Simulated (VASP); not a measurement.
TlCl: relaxation of cell and atoms with PBE

Crystal: TlCl.

```
Tl Cl
1.0
     3.04204    0.00000    0.00000
     0.00000    3.04204    0.00000
     0.00000    0.00000    3.04204
Tl Cl
1 1
Direct
  0.00000 0.00000 0.00000
  0.50000 0.50000 0.50000
```

| Item | Value |
| --- | --- |
| Program | VASP 6.6.1 |
| Task | relaxation of cell and atoms |
| Functional | PBE |
| Potentials or basis | VASP PAW PBE potentials, release 64 (Tl_d, Cl) |
| Cutoff | 500 eV |
| k mesh | 8 × 8 × 8 |
| Occupations | fermi-dirac, width 0.02 eV |
| Spin | no spin polarisation |
| Dipole correction | no |
| Further INCAR settings | ALGO = Normal; EDIFF = 1e-07; IBRION = 2; EDIFFG = -0.005; NSW = 80; ISIF = 3 |

```yaml
Relaxed_volume: 29.06 Å³/atom
Relaxed_cell: a = 3.874 Å, b = 3.874 Å, c = 3.874 Å, α = 90.00°, β = 90.00°, γ = 90.00°
Space_group_after_relaxing_to_0.05_Å: Pm-3m (No. 221)
Energy_gained_by_relaxing: 2456.6 meV/atom
Ionic_steps: 24
Pressure_after_relaxing: 0.0 GPa
Band_gap_on_the_k_mesh: 2.16 eV, direct
```

Step by step:
| step | energy change (eV) | largest force (eV/Å) | pressure (GPa) | volume (Å³) |
| --- | --- | --- | --- | --- |
| 1 | 0.0000 | 0.0000 | 103.98 | 28.15 |
| 2 | -4.4424 | 0.0000 | -4.83 | 84.18 |
| 3 | -4.8925 | 0.0000 | 1.91 | 54.42 |
| 4 | -4.9098 | 0.0000 | -0.64 | 59.79 |
| 5 | -4.9131 | 0.0000 | -0.08 | 58.32 |
| 6 | -4.9128 | 0.0000 | 0.24 | 57.57 |
| 7 | -4.9128 | 0.0000 | 0.24 | 57.57 |
| 8 | -4.9128 | 0.0000 | 0.24 | 57.57 |
| 9 | -4.9128 | 0.0000 | 0.24 | 57.57 |
| 10 | -4.9128 | 0.0000 | 0.24 | 57.57 |
| 11 | -4.9128 | 0.0000 | 0.24 | 57.57 |
| 12 | -4.9128 | 0.0000 | 0.24 | 57.57 |
| 13 | -4.9128 | 0.0000 | 0.24 | 57.57 |
| 14 | -4.9128 | 0.0000 | 0.24 | 57.57 |
| 15 | -4.9128 | 0.0000 | 0.24 | 57.57 |
| 16 | -4.9128 | 0.0000 | 0.24 | 57.58 |
| 17 | -4.9128 | 0.0000 | 0.24 | 57.58 |
| 18 | -4.9128 | 0.0000 | 0.23 | 57.59 |
| 19 | -4.9128 | 0.0000 | 0.22 | 57.61 |
| 20 | -4.9129 | 0.0000 | 0.21 | 57.65 |
| 21 | -4.9130 | 0.0000 | 0.17 | 57.73 |
| 22 | -4.9131 | 0.0000 | 0.10 | 57.88 |
| 23 | -4.9132 | 0.0000 | -0.03 | 58.20 |
| 24 | -4.9132 | 0.0000 | 0.00 | 58.13 |

Final structure:
```
CELL_PARAMETERS angstrom
3.87368 0.00000 0.00000
0.00000 3.87368 0.00000
0.00000 0.00000 3.87368
ATOMIC_POSITIONS crystal
Tl 0.00000 0.00000 0.00000
Cl 0.50000 0.50000 0.50000
```

Levels at points of the mesh, in eV from the valence-band top:
```
           k point  band 7  band 8  band 9  band 10  band 11  band 12  band 13  band 14
(0.00, 0.00, 0.00)   -4.49   -1.38   -1.38    -1.38     7.71     7.71     7.71     7.92
(0.50, 0.00, 0.00)   -5.26   -0.98   -0.98     0.00     2.16     6.57     6.57     8.91
(0.50, 0.50, 0.00)   -3.32   -2.77   -2.77    -0.93     4.86     4.86     8.34     8.45
(0.50, 0.50, 0.50)   -2.20   -1.86   -1.86    -1.86     2.66     2.66     2.66    12.69
```

Run time: 64 s on 1 thread of Intel(R) Xeon(R) 6975P-C (Granite Rapids), with other jobs on the host, peak memory 0.15 GiB.

Caveat: the volume moved by over 15 % at a fixed basis, so the end points are rough; spin-orbit coupling is left out, which moves the levels of the heavy elements. A k mesh can miss the band edges.
